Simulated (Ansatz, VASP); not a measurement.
**Rb: VASP beside Ansatz**

INCAR

```
SYSTEM = Rb
PREC = Accurate ; ENCUT = 520
EDIFF = 1E-8 ; ISMEAR = -1
SIGMA = 0.03 ; LREAL = .FALSE.
LASPH = .TRUE. ; NELM = 100
ALGO = Normal ; ISIF = 2
LWAVE = .FALSE. ; LCHARG = .FALSE.
GGA = PE ; LEFG = .TRUE.
NBANDS = 16
```

File KPOINTS:

```
regular mesh
0
G
  11 11 6
  0 0 0
```

File POSCAR:

```
Rb
1.0
    5.0344639581      0.0000000000      0.0000000000
   -2.5172319790      4.3599736822      0.0000000000
    0.0000000000      0.0000000000      8.3367950819
Rb
2
Direct
    0.3333333333      0.6666666667      0.2500000000
    0.6666666667      0.3333333333      0.7500000000
```

Input for Ansatz:

```yaml
crystal:
  lattice:
    - [5.0344639581, 0.0, 0.0]
    - [-2.517231979, 4.3599736822, 0.0]
    - [0.0, 0.0, 8.3367950819]
  atoms:
    - { symbol: Rb, position: [0.3333333333, 0.6666666667, 0.25] }
    - { symbol: Rb, position: [0.6666666667, 0.3333333333, 0.75] }
kpoints:
  mp_grid: { grid: [11, 11, 6] }
  band_path:
    path:
      - [0.0, 0.0, 0.0]
      - [0.5, 0.0, 0.0]
      - [0.3333333333, 0.3333333333, 0.0]
      - [0.0, 0.0, 0.0]
      - [0.0, 0.0, 0.5]
      - [0.5, 0.0, 0.5]
      - [0.3333333333, 0.3333333333, 0.5]
      - [0.0, 0.0, 0.5]
      - [0.5, 0.0, 0.5]
    npoints: 8
scf:
  occupations: { method: fermi_dirac, width: 0.03 }
  convergence: { dr2_threshold: 1.0e-08 }
hamiltonian:
  xc: pbe
  pseudopotentials: { kind: all_electron, datasets: crystal }
output:
  forces: true
  stress: true
  eigenvalues: true
  efg: { contact_densities: true }
```

Alike in both runs: task electric field gradients; functional PBE; k mesh 11 × 11 × 6; occupations fermi-dirac, width 0.03 eV; no spin polarisation.

|  | VASP | Ansatz |
| --- | --- | --- |
| version | VASP 6.6.1 | Ansatz 0.2.0 |
| potentials or method | VASP PAW PBE potentials, release 64 (Rb_sv), cutoff 520 eV | all-electron PAW with datasets made for the crystal, scalar-relativistic |

|  | VASP | Ansatz | Ansatz less VASP |
| --- | --- | --- | --- |
| gap on the k mesh at the Fermi level (eV) | none | none | - |
| pressure (GPa) | 0.0 | 0.0 | 0.00 |

A gap of «none» marks a metal or a gap that the smearing closes. Ansatz ran all-electron here, and VASP with PAW potentials.
